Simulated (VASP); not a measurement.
Runs of VASP 6.6.1 on Pd. The structure is that of space group Fm-3m (No. 225), or close to it. The cells are those of the table. 

| task | cell | gap on the mesh (eV) | pressure (GPa) |
| --- | --- | --- | --- |
| single point | a = 2.781 Å, angles 60.0°, 1 atom | none | -2.9 |
| single point | a = 2.763 Å, angles 60.0°, 1 atom | none | (a) |
| electric field gradients | a = 2.753 Å, angles 60.0°, 1 atom | none | (b) |
| single point | a = 2.792 Å, angles 60.0°, 1 atom | none | -4.8 |
| single point | a = 2.759 Å, angles 60.0°, 1 atom | none | 1.5 |

Alike in all rows: level r2SCAN; potentials or basis VASP PAW PBE potentials, release 64 (Pd); no spin polarisation; k mesh 20 × 20 × 20; cutoff (eV) 520; smearing gaussian 0.05 eV.

**Question.** Fill in the values left out.

**Answer.** (a) 0.6; (b) 2.8.

Caveats: the PAW data sets were made with another functional, which shifts forces and pressure a little; the cell stands under tension (at least some runs).

A k mesh can miss the band edges, and the runs leave out spin-orbit coupling on Pd.

A gap of «none» marks levels without a gap at the run's occupations.
